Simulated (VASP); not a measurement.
# As (C2/c) in VASP: a series of runs, part 2 of 2

VASP 6.6.1. The steps go on from the part before.

## 3. Single point, RPBE (37.83 Å³/atom)

This run uses another cell than the first one, of 37.83 Å³/atom.

The input, INCAR:

```
PREC     = Accurate       # precision mode
ENCUT    = 520            # plane-wave cutoff, eV
EDIFF    = 1E-6           # SCF threshold, eV
ISMEAR   = -1             # smearing method
SIGMA    = 0.1            # smearing width, eV
LREAL    = False          # projectors in reciprocal space
LASPH    = True           # aspherical terms in the spheres
NELM     = 100            # most SCF steps
ALGO     = Normal         # electronic algorithm
ISIF     = 2              # what is computed and relaxed
LWAVE    = False          # write WAVECAR
LCHARG   = False          # write CHGCAR
GGA      = RP             # functional
NBANDS   = 12             # bands
```

The input, KPOINTS:

```
Automatic mesh
0
Gamma
  13 13 10
```

The input, POSCAR:

```
As
1.0
   -4.8131552906      5.2098693601      1.4298553701
    5.2098693601     -4.8131552906      1.4298553701
    2.5419612017      2.5419612017     -0.7032728254
As
2
Direct
    0.9360465993      0.0639534007      1.0000000000
    0.8139534007      0.1860465993      0.5000000000
```

Potentials or basis: VASP PAW PBE potentials, release 64 (As).

The run is started by

```console
cat potpaw_PBE.64/As/POTCAR > POTCAR
mpirun -np 1 vasp_std > vasp.out
```

OUTCAR:

```text
PREC = Accurate
   ENCUT = 520
   EDIFF = 1E-6
   ISMEAR = -1
   LREAL = False
   LASPH = True
   NELM = 100
   ISIF = 2
   GGA = RP

 ion  position               nearest neighbor table
   1  0.936  0.064  0.000-   2 2.52   2 2.52
   2  0.814  0.186  0.500-   1 2.52   1 2.52

  LATTYP: Found a base centered monoclinic cell.
 ALAT       =     2.9142253900
 B/A-ratio  =     4.8639674357
 C/A-ratio  =     1.2569451444
 COS(beta)  =    -0.0005345914

[... 550 lines left out ...]

 [... further k-points ...]

------------------------ aborting loop because EDIFF is reached ----------------------------------------

  FORCE on cell =-STRESS in cart. coord.  units (eV):
  Direction    XX          YY          ZZ          XY          YZ          ZX
  --------------------------------------------------------------------------------------
  -------------------------------------------------------------------------------------
  Total       -0.5789414     -0.5789414     -0.6759328     -0.1152356      0.0001492      0.0001492
  in kB      -12.2602374    -12.2602374    -14.3142233     -2.4403443      0.0031590      0.0031593
  external PRESSURE =     -12.9448994 kB  Pullay stress =       0.0000000 kB

 VOLUME and BASIS-vectors are now :
 -----------------------------------------------------------------------------
  energy-cutoff  :      520.00
  volume of cell :       75.66
      direct lattice vectors                 reciprocal lattice vectors
    -4.813155291  5.209869360  1.429855370    -0.003300120  0.096470163  0.336760680
     5.209869360 -4.813155291  1.429855370     0.096470163 -0.003300120  0.336760680
     2.541961202  2.541961202 -0.703272825     0.189428173  0.189428173 -0.052556939

 POSITION                                       TOTAL-FORCE (eV/Angst)
 -----------------------------------------------------------------------------------
     -4.17215      4.56886      1.42986         0.190882     -0.190882      0.000000
     -1.67743      4.61610      1.07822        -0.190882      0.190882     -0.000000
 -----------------------------------------------------------------------------------
    total drift:                                0.000000     -0.000000      0.000000

  FREE ENERGIE OF THE ION-ELECTRON SYSTEM (eV)
  ---------------------------------------------------
  free  energy   TOTEN  =        -8.4984726622 eV

  energy  without entropy=       -8.4838940019  energy(sigma->0) =       -8.49118333
```

OSZICAR:

```text
N       E                     dE             d eps       ncg     rms          rms(c)
DAV:   1     0.311945330249E+02    0.31195E+02   -0.35596E+03 11088   0.632E+02
DAV:   2    -0.625069000641E+01   -0.37445E+02   -0.35446E+02 14776   0.102E+02
DAV:   3    -0.850223766827E+01   -0.22515E+01   -0.22399E+01 14228   0.263E+01
DAV:   4    -0.852674313078E+01   -0.24505E-01   -0.24502E-01 12888   0.323E+00
DAV:   5    -0.852700214996E+01   -0.25902E-03   -0.25902E-03 14436   0.329E-01    0.297E+00
DAV:   6    -0.851210281772E+01    0.14899E-01   -0.72996E-03 12748   0.543E-01    0.177E+00
DAV:   7    -0.849860098111E+01    0.13502E-01   -0.23315E-02 12796   0.920E-01    0.144E-01
DAV:   8    -0.849864573671E+01   -0.44756E-04   -0.39215E-03 12240   0.387E-01    0.322E-02
DAV:   9    -0.849849763615E+01    0.14810E-03   -0.36753E-04 13024   0.152E-01    0.147E-02
DAV:  10    -0.849847515704E+01    0.22479E-04   -0.65140E-05 11884   0.733E-02    0.389E-03
DAV:  11    -0.849847226907E+01    0.28880E-05   -0.83420E-06 13636   0.238E-02    0.187E-03
DAV:  12    -0.849847266219E+01   -0.39312E-06   -0.37726E-07 11624   0.550E-03
   1 F= -.84984727E+01 E0= -.84911833E+01  d E =-.145787E-01
```

stdout:

```text
POSCAR found type information on POSCAR As
 POSCAR found :  1 types and       2 ions
 scaLAPACK will be used
 -----------------------------------------------------------------------------
|                                                                             |
|                                                                             |
|     You enforced a specific xc type in the INCAR file but a different       |
|     I HOPE YOU KNOW WHAT YOU ARE DOING!                                     |
|                                                                             |
 -----------------------------------------------------------------------------

 LDA part: xc-table for (Slater+PW92), standard interpolation
 POSCAR, INCAR and KPOINTS ok, starting setup
 FFT: planning ... GRIDC
 FFT: planning ... GRID_SOFT
 FFT: planning ... GRID
 WAVECAR not read
 entering main loop
```

It took 4.2 min on 1 thread of Intel Xeon 6975P-C (Granite Rapids), shared host; peak memory 0.53 GiB.

Results:

```
Free energy            : -8.4985 eV
Pressure               : -1.3 GPa
Largest force          : 0.270 eV/Å
Band gap on the k mesh : zero (bands 5 and 6 overlap by 4.44 eV)
```

Forces in eV/Å, atoms in the order of the input:
```
As   0.191 -0.191  0.000
As  -0.191  0.191  0.000
```

Caveat: the PAW data sets were made with another functional, which shifts forces and pressure a little.

## 4. Single point, RPBE (39.28 Å³/atom)

This run uses another cell than the first one, of 39.28 Å³/atom.

The input, INCAR:

```
PREC     = Accurate       # precision mode
ENCUT    = 520            # plane-wave cutoff, eV
EDIFF    = 1E-7           # SCF threshold, eV
ISMEAR   = -1             # smearing method
SIGMA    = 0.1            # smearing width, eV
LREAL    = F              # projectors in reciprocal space
LASPH    = T              # aspherical terms in the spheres
NELM     = 100            # most SCF steps
ALGO     = Normal         # electronic algorithm
ISIF     = 2              # what is computed and relaxed
LWAVE    = F              # write WAVECAR
LCHARG   = F              # write CHGCAR
GGA      = RP             # functional
NBANDS   = 12             # bands
```

The input, KPOINTS:

```
regular mesh
0
Gamma
  13 13 10
```

The input, POSCAR:

```
As
1.0
   -4.8740877755      5.2758240751      1.4479567268
    5.2758240751     -4.8740877755      1.4479567268
    2.5741413419      2.5741413419     -0.7121759582
As
2
Direct
    0.9360465993      0.0639534007      1.0000000000
    0.8139534007      0.1860465993      0.5000000000
```

Potentials or basis: VASP PAW PBE potentials, release 64 (As).

The run is started by

```console
cat potpaw_PBE.64/As/POTCAR > POTCAR
mpirun -np 1 vasp_std > vasp.out
```

OUTCAR:

```text
PREC = Accurate
   ENCUT = 520
   EDIFF = 1E-7
   ISMEAR = -1
   LREAL = F
   LASPH = T
   NELM = 100
   ISIF = 2
   GGA = RP

 ion  position               nearest neighbor table
   1  0.936  0.064  0.000-   2 2.55   2 2.55
   2  0.814  0.186  0.500-   1 2.55   1 2.55

  LATTYP: Found a base centered monoclinic cell.
 ALAT       =     2.9511182354
 B/A-ratio  =     4.8639674357
 C/A-ratio  =     1.2569451443
 COS(beta)  =    -0.0005345913

  Lattice vectors:

 A1 = (   4.8740877755,  -5.2758240751,  -1.4479567268)
 A2 = (  -5.2758240751,   4.8740877755,  -1.4479567268)
 A3 = (   2.5741413419,   2.5741413419,  -0.7121759582)

Analysis of symmetry for initial positions (statically):
=====================================================================
 Subroutine PRICEL returns:
 Original cell was already a primitive cell.

 Routine SETGRP: Setting up the symmetry group for a
 base centered monoclinic supercell.

 Subroutine GETGRP returns: Found  4 space group operations
 (whereof  2 operations were pure point group operations)
 out of a pool of  4 trial point group operations.

The static configuration has the point symmetry C_2 .
 The point group associated with its full space group is C_2h.

Analysis of symmetry for dynamics (positions and initial velocities):
=====================================================================
 Subroutine PRICEL returns:
 Original cell was already a primitive cell.

 Routine SETGRP: Setting up the symmetry group for a
 base centered monoclinic supercell.

 Subroutine GETGRP returns: Found  4 space group operations
 (whereof  2 operations were pure point group operations)
 out of a pool of  4 trial point group operations.

The dynamic configuration has the point symmetry C_2 .
 The point group associated with its full space group is C_2h.

 Subroutine INISYM returns: Found  4 space group operations
 (whereof  2 operations are pure point group operations),
 and found     1 'primitive' translations
[... 120 lines left out ...]
   GGA     = RP    functional components
   LHFCALC =     F    Hartree Fock is set to
   AEXX    =    0.0000 exact exchange contribution
   IVDW    =     0    specifies the selected vdW correction
   LEPSILON=     F    determine dielectric tensor
   LRPA    =     F    only Hartree local field effects (RPA)
 non-spin polarized calculation
  energy-cutoff  :      520.00
  volume of cell :       78.57
 maximum number of plane-waves:      2150
   NGX = 27   NGY = 27   NGZ = 13

 number of electron      10.0000000 magnetization

 Free energy of the ion-electron system (eV)
  ---------------------------------------------------
  ext. energy  EPLUGINS =         0.00000000
  ---------------------------------------------------
  free energy    TOTEN  =        -8.46416467 eV

  energy without entropy =       -8.44935505  energy(sigma->0) =       -8.45675986

 E-fermi :   0.8019     XC(G=0):  -6.7209

 val. band max:        0.5820683313   @ k =   0.3846   0.3077   0.3000
 cond. band min:       0.8630934034   @ k =   0.1538   0.1538   0.2000
 fundamental gap:      0.2810250721
 Fermi energy:         0.8019261163

 k-point     1 :       0.0000    0.0000    0.0000
  band No.  band energies     occupation
      1     -12.6075      2.00000
      2      -8.3969      2.00000
      3      -1.6281      2.00000
      4      -1.5411      2.00000
      5       1.4249      0.00393
      6       3.4687      0.00000
      7       3.6568      0.00000
      8       5.4530      0.00000
      9       6.7145      0.00000
     10       7.4331      0.00000
     11       9.0078      0.00000
     12      10.0910      0.00000
[... 331 lines left out ...]
 k-point    24 :       0.4615    0.1538    0.0000
  band No.  band energies     occupation
      1     -10.9721      2.00000
      2      -6.6248      2.00000
      3      -3.6544      2.00000
      4      -0.2570      1.99995
      5      -0.2377      1.99994
      6       0.1168      1.99789
      7       2.9946      0.00000
      8       4.8130      0.00000
      9       7.0136      0.00000
     10       8.0794      0.00000
     11       9.3722      0.00000
     12       9.3895      0.00000

 [... further k-points ...]

------------------------ aborting loop because EDIFF is reached ----------------------------------------

  FORCE on cell =-STRESS in cart. coord.  units (eV):
  Direction    XX          YY          ZZ          XY          YZ          ZX
  --------------------------------------------------------------------------------------
  -------------------------------------------------------------------------------------
  Total       -1.1693469     -1.1693469     -1.2557789     -0.1810244      0.0110207      0.0110207
  in kB      -23.8460906    -23.8460906    -25.6086692     -3.6915690      0.2247416      0.2247416
  external PRESSURE =     -24.4336168 kB  Pullay stress =       0.0000000 kB

 VOLUME and BASIS-vectors are now :
 -----------------------------------------------------------------------------
  energy-cutoff  :      520.00
  volume of cell :       78.57
      direct lattice vectors                 reciprocal lattice vectors
    -4.874087775  5.275824075  1.447956727    -0.003258864  0.095264159  0.332550730
     5.275824075 -4.874087775  1.447956727     0.095264159 -0.003258864  0.332550730
     2.574141342  2.574141342 -0.712175958     0.187060073  0.187060073 -0.051899908

 POSITION                                       TOTAL-FORCE (eV/Angst)
 -----------------------------------------------------------------------------------
     -4.22497      4.62670      1.44796         0.397747     -0.397747      0.000000
     -1.69866      4.67454      1.09187        -0.397747      0.397747     -0.000000
 -----------------------------------------------------------------------------------
    total drift:                                0.000000     -0.000000      0.000000

  FREE ENERGIE OF THE ION-ELECTRON SYSTEM (eV)
  ---------------------------------------------------
  free  energy   TOTEN  =        -8.4641646656 eV

  energy  without entropy=       -8.4493550481  energy(sigma->0) =       -8.45675986
```

OSZICAR:

```text
N       E                     dE             d eps       ncg     rms          rms(c)
DAV:   1     0.310833622456E+02    0.31083E+02   -0.35128E+03 11088   0.630E+02
DAV:   2    -0.621127702306E+01   -0.37295E+02   -0.35375E+02 15164   0.100E+02
DAV:   3    -0.846388447520E+01   -0.22526E+01   -0.22416E+01 14088   0.262E+01
DAV:   4    -0.848919871770E+01   -0.25314E-01   -0.25311E-01 12960   0.327E+00
DAV:   5    -0.848947026725E+01   -0.27155E-03   -0.27155E-03 14400   0.336E-01    0.282E+00
DAV:   6    -0.847724178676E+01    0.12228E-01   -0.63782E-03 12740   0.530E-01    0.168E+00
DAV:   7    -0.846466031620E+01    0.12581E-01   -0.21039E-02 12788   0.902E-01    0.145E-01
DAV:   8    -0.846440572353E+01    0.25459E-03   -0.39495E-03 12388   0.384E-01    0.319E-02
DAV:   9    -0.846420182426E+01    0.20390E-03   -0.39683E-04 12848   0.157E-01    0.147E-02
DAV:  10    -0.846416922313E+01    0.32601E-04   -0.69803E-05 11984   0.738E-02    0.424E-03
DAV:  11    -0.846416415119E+01    0.50719E-05   -0.11518E-05 13196   0.274E-02    0.201E-03
DAV:  12    -0.846416462500E+01   -0.47381E-06   -0.40498E-07 13244   0.480E-03    0.672E-04
DAV:  13    -0.846416466560E+01   -0.40591E-07   -0.16454E-07 12392   0.307E-03
   1 F= -.84641647E+01 E0= -.84567599E+01  d E =-.148096E-01
```

stdout:

```text
POSCAR found type information on POSCAR As
 POSCAR found :  1 types and       2 ions
 scaLAPACK will be used
 -----------------------------------------------------------------------------
|                                                                             |
|                                                                             |
|     You enforced a specific xc type in the INCAR file but a different       |
|     I HOPE YOU KNOW WHAT YOU ARE DOING!                                     |
|                                                                             |
 -----------------------------------------------------------------------------

 LDA part: xc-table for (Slater+PW92), standard interpolation
 POSCAR, INCAR and KPOINTS ok, starting setup
 FFT: planning ... GRIDC
 FFT: planning ... GRID_SOFT
 FFT: planning ... GRID
 WAVECAR not read
 entering main loop
```

It took 4.4 min on 1 thread of Intel Xeon 6975P-C (Granite Rapids), shared host; peak memory 0.54 GiB.

Results:

```
Free energy            : -8.4642 eV
Pressure               : -2.4 GPa
Largest force          : 0.562 eV/Å
Band gap on the k mesh : zero (bands 5 and 6 overlap by 4.37 eV)
```

Forces in eV/Å, atoms in the order of the input:
```
As   0.398 -0.398  0.000
As  -0.398  0.398  0.000
```

Levels at points of the mesh, in eV from the Fermi level:
| k point | band 1 | band 2 | band 3 | band 4 | band 5 | band 6 | band 7 | band 8 | band 9 | band 10 |
| --- | --- | --- | --- | --- | --- | --- | --- | --- | --- | --- |
| (0.00, 0.00, 0.00) | -13.41 | -9.20 | -2.43 | -2.34 | 0.62 | 2.67 | 2.85 | 4.65 | 5.91 | 6.63 |
| (0.00, 0.00, 0.50) | -11.27 | -11.27 | -3.95 | -3.95 | 1.59 | 1.59 | 4.48 | 4.48 | 7.93 | 7.93 |

Caveat: the PAW data sets were made with another functional, which shifts forces and pressure a little.

## 5. Overview

| cell | gap on the mesh (eV) | pressure (GPa) | largest force (eV/Å) |
| --- | --- | --- | --- |
| a = 7.142, b = 7.142, c = 3.615 Å, angles 90.0, 90.0, 156.8°, 2 atoms | none | 0.1 | 0.07 |
| a = 7.236, b = 7.236, c = 3.663 Å, angles 90.0, 90.0, 156.8°, 2 atoms | none | -1.3 | 0.27 |
| a = 7.327, b = 7.327, c = 3.709 Å, angles 90.0, 90.0, 156.8°, 2 atoms | none | -2.4 | 0.56 |

Alike in all rows: task single point; level RPBE; potentials or basis VASP PAW PBE potentials, release 64 (As); no spin polarisation; k mesh 13 × 13 × 10; cutoff (eV) 520; smearing fermi-dirac 0.1 eV.

Caveats: the PAW data sets were made with another functional, which shifts forces and pressure a little.

Absolute energies hang on the potentials; compare differences alone.
